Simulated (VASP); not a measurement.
# C (P6_3/mmc) in VASP: single point with revPBE

Aim: the single point of C with revPBE.

All numbers are computed with VASP 6.6.1; they aren't measurements. Logs are shortened: lines on timing, memory, paths and dates and some standing lists are left out, and cuts for length are marked.

### Step 1. The cell of the first run

It takes space group P6_3/mmc (No. 194, hexagonal). Conventional cell: a = 1.728 Å, b = 1.728 Å, c = 18.806 Å, α = 90.00°, β = 90.00°, γ = 120.00°. Within 2.3 Å of C (site symmetry -3m) lie 6 C at 1.73 Å. C (site symmetry -6m2) has 6 C at 1.73 Å within 2.3 Å.

### Step 2. Single point, revPBE

INCAR reads:

```
PREC = Accurate ; ENCUT = 520
EDIFF = 1E-7 ; ISMEAR = -1
SIGMA = 0.1 ; LREAL = F
LASPH = T ; NELM = 100
ALGO = Normal ; ISIF = 2
LWAVE = F ; LCHARG = F
GGA = RE ; NBANDS = 16
```

KPOINTS reads:

```
regular mesh
0
Gamma
  27 27 3
```

POSCAR reads:

```
C
1.0
    1.7281442389      0.0000000000      0.0000000000
   -0.8640721194      1.4966168123      0.0000000000
    0.0000000000      0.0000000000     18.8064956891
C
4
Direct
    1.0000000000      0.0000000000      0.0000000000
    1.0000000000      0.0000000000      0.5000000000
    0.3333333333      0.6666666667      0.2500000000
    0.6666666667      0.3333333333      0.7500000000
```

Potentials or basis: VASP PAW PBE potentials, release 64 (C).

Launch:

```
cat potpaw_PBE.64/C/POTCAR > POTCAR
mpirun -np 1 vasp_std > vasp.out
```

OUTCAR:

```text
PREC = Accurate
   ENCUT = 520
   EDIFF = 1E-7
   ISMEAR = -1
   LREAL = F
   LASPH = T
   NELM = 100
   ISIF = 2
   GGA = RE

 ion  position               nearest neighbor table
   1  0.000  0.000  0.000-
   2  0.000  0.000  0.500-
   3  0.333  0.667  0.250-
   4  0.667  0.333  0.750-

  LATTYP: Found a hexagonal cell.
 ALAT       =     1.7281442389
 C/A-ratio  =    10.8824803311

  Lattice vectors:

 A1 = (   1.7281442389,   0.0000000000,   0.0000000000)
 A2 = (  -0.8640721194,   1.4966168123,   0.0000000000)
 A3 = (   0.0000000000,   0.0000000000,  18.8064956891)

Analysis of symmetry for initial positions (statically):
=====================================================================
 Subroutine PRICEL returns:
 Original cell was already a primitive cell.

 Routine SETGRP: Setting up the symmetry group for a
 hexagonal supercell.

 Subroutine GETGRP returns: Found 24 space group operations
 (whereof 12 operations were pure point group operations)
 out of a pool of 24 trial point group operations.

The static configuration has the point symmetry D_3d.
 The point group associated with its full space group is D_6h.

Analysis of symmetry for dynamics (positions and initial velocities):
=====================================================================
 Subroutine PRICEL returns:
 Original cell was already a primitive cell.

 Routine SETGRP: Setting up the symmetry group for a
 hexagonal supercell.

 Subroutine GETGRP returns: Found 24 space group operations
 (whereof 12 operations were pure point group operations)
 out of a pool of 24 trial point group operations.

The dynamic configuration has the point symmetry D_3d.
 The point group associated with its full space group is D_6h.

 Subroutine INISYM returns: Found 24 space group operations
 (whereof 12 operations are pure point group operations),
 and found     1 'primitive' translations

----------------------------------------------------------------------------------------

                                     Primitive cell

  volume of cell :      48.6406

  direct lattice vectors                    reciprocal lattice vectors
[... 81 lines left out ...]
 SYSTEM =  unknown system
   PREC   = accura    normal or accurate (medium, high low for compatibility)
   ISTART =      0    job   : 0-new  1-cont  2-samecut
   ICHARG =      2    charge: 1-file 2-atom 10-const
   ISPIN  =      1    spin polarized calculation?
   LNONCOLLINEAR =      F non collinear calculations
   LSORBIT =      F    spin-orbit coupling
   LASPH  =      T    aspherical Exc in radial PAW
   ENCUT  =  520.0 eV  38.22 Ry    6.18 a.u.   3.21  3.21 34.97*2*pi/ulx,y,z
   NELM   =    100;   NELMIN=  2; NELMDL= -5     # of ELM steps
   EDIFF  = 0.1E-06   stopping-criterion for ELM
   LREAL  =      F    real-space projection
   EDIFFG = 0.1E-05   stopping-criterion for IOM
   NSW    =      0    number of steps for IOM
   IBRION =     -1    ionic relax: 0-MD 1-quasi-New 2-CG
   NFREE  =      0    steps in history (QN), initial steepest desc. (CG)
   ISIF   =      2    stress and relaxation
   ISYM   =      2    0-nonsym 1-usesym 2-fastsym
   POTIM  = 0.5000    time-step for ionic-motion
   TEBEG  =    0.0;   TEEND  =   0.0 temperature during run
   PSTRESS=    0.0 pullay stress
   NELECT =      16.0000    total number of electrons
   NUPDOWN=      -1.0000    fix difference up-down
   EMIN   =  10.00;   EMAX   =-10.00  energy-range for DOS
   EFERMI =   0.00;   METHOD = LEGACY
   ISMEAR =    -1;   SIGMA  =   0.10  broadening in eV -4-tet -1-fermi 0-gaus
   EFERMI_NEDOS =   21; number of points for ismear=-14 and -15
   IALGO  =     38    algorithm
   IMIX   =      4    mixing-type and parameters
     AMIX     =   0.40;   BMIX     =  1.00
     AMIX_MAG =   1.60;   BMIX_MAG =  1.00
  volume/ion in A,a.u.               =      12.16        82.06
  Fermi-wavevector in a.u.,A,eV,Ry     =   1.130096  2.135572 17.376231  1.277117
  Thomas-Fermi vector in A             =   2.266791
   LORBIT       =      0    0 simple, 1 ext, 2 COOP (PROOUT), +10 PAW based schemes
   GGA     = RE    functional components
   LHFCALC =     F    Hartree Fock is set to
   AEXX    =    0.0000 exact exchange contribution
   IVDW    =     0    specifies the selected vdW correction
   LEPSILON=     F    determine dielectric tensor
   LRPA    =     F    only Hartree local field effects (RPA)
 non-spin polarized calculation
  energy-cutoff  :      520.00
  volume of cell :       48.64
 maximum number of plane-waves:      1345
 NGX is ok and might be reduce to    14
   NGX =  7   NGY =  7   NGZ = 69

 number of electron      16.0000001 magnetization

 Free energy of the ion-electron system (eV)
  ---------------------------------------------------
  ext. energy  EPLUGINS =         0.00000000
  ---------------------------------------------------
  free energy    TOTEN  =       -19.86344882 eV

  energy without entropy =      -19.81574366  energy(sigma->0) =      -19.83959624

 E-fermi :   2.9985     XC(G=0):  -8.2869

 val. band max:        2.9931037456   @ k =   0.3704   0.0370   0.3333
 cond. band min:       3.0149327500   @ k =   0.3704   0.0370   0.3333
 fundamental gap:      0.0218290045
 Fermi energy:         2.9985190146

 k-point     1 :       0.0000    0.0000    0.0000
  band No.  band energies     occupation
      1     -18.1205      2.00000
      2     -18.1157      2.00000
      3     -18.1156      2.00000
      4     -18.1108      2.00000
      5      -5.4795      2.00000
      6      -5.3764      2.00000
[... 433 lines left out ...]
      3     -10.7048      2.00000
      4     -10.7023      2.00000
      5       1.7631      1.99999
      6       1.7670      1.99999
[... 8 lines left out ...]
     15      12.7900      0.00000
     16      12.7942      0.00000

 [... further k-points ...]
[... 5 lines left out ...]
  --------------------------------------------------------------------------------------
  -------------------------------------------------------------------------------------
  Total        0.2966479      0.2966479      0.0398371      0.0000000      0.0000000      0.0000000
  in kB        9.7713221      9.7713221      1.3121983      0.0000000      0.0000000      0.0000000
  external PRESSURE =       6.9516142 kB  Pullay stress =       0.0000000 kB

 VOLUME and BASIS-vectors are now :
 -----------------------------------------------------------------------------
  energy-cutoff  :      520.00
  volume of cell :       48.64
      direct lattice vectors                 reciprocal lattice vectors
     1.728144239  0.000000000  0.000000000     0.578655402  0.334086852  0.000000000
    -0.864072119  1.496616812  0.000000000     0.000000000  0.668173705  0.000000000
     0.000000000  0.000000000 18.806495689     0.000000000  0.000000000  0.053173117

 POSITION                                       TOTAL-FORCE (eV/Angst)
 -----------------------------------------------------------------------------------
      0.00000      0.00000      0.00000        -0.000000      0.000000      0.000000
      0.00000      0.00000      9.40325        -0.000000      0.000000      0.000000
     -0.00000      0.99774      4.70162        -0.000000      0.000000     -0.000000
      0.86407      0.49887     14.10487         0.000000      0.000000     -0.000000
 -----------------------------------------------------------------------------------
    total drift:                               -0.000000      0.000000      0.000000

  FREE ENERGIE OF THE ION-ELECTRON SYSTEM (eV)
  ---------------------------------------------------
  free  energy   TOTEN  =       -19.8634488234 eV

  energy  without entropy=      -19.8157436568  energy(sigma->0) =      -19.83959624
```

Run time: 2.7 min. Hardware: 1 thread of Intel Xeon 8259CL, shared host; peak memory 0.22 GiB.

What came out:

```yaml
Free_energy: -19.8634 eV
Pressure: 0.7 GPa
Band_gap_on_the_k_mesh: zero (bands 8 and 9 overlap by 0.95 eV)
```

Caveat: the PAW data sets were made with another functional, which shifts forces and pressure a little; this functional lacks dispersion, which binds layers or chains, so the pressure and a relaxed spacing across them are unreliable.

The gap in the log of VASP goes by the Fermi energy; the results here count the filled bands.